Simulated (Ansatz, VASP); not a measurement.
## Two plane-wave programs on Co

```
CELL_PARAMETERS angstrom
3.84709 0.00000 0.00000
-1.92354 3.33168 0.00000
0.00000 0.00000 2.36689
ATOMIC_POSITIONS crystal
Co 0.33336 0.00000 0.33333
Co 0.00000 0.33336 0.66667
Co 0.66664 0.66664 0.00000
```

Alike in both runs: functional PBEsol; k mesh 6 × 6 × 6; occupations gaussian, width 0.1 eV; no spin polarisation.

Ansatz relaxed the structure, and its values are those at the end. VASP's run is a single point on that final structure, the one shown.

```csv
,VASP,Ansatz
version,VASP 6.6.1,Ansatz 0.2.0
potentials or method,"VASP PAW PBE potentials, release 64 (Co_sv), cutoff 690 eV","scalar-relativistic, plane waves, PAW"
valence electrons in the cell,51,51
```

Ansatz gave:

| Property | Result |
| --- | --- |
| gap on the k mesh at the Fermi level (eV) | none |
| pressure (GPa) | 0.2 |

**Question.** Estimate VASP's values.

**Answer.** gap on the k mesh at the Fermi level (eV): none; pressure (GPa): -1.2.

VASP's potentials were made for PBE, not for PBEsol. A gap of «none» marks a metal or a gap that the smearing closes.

The k mesh is coarse, so the values compare programs but aren't converged.
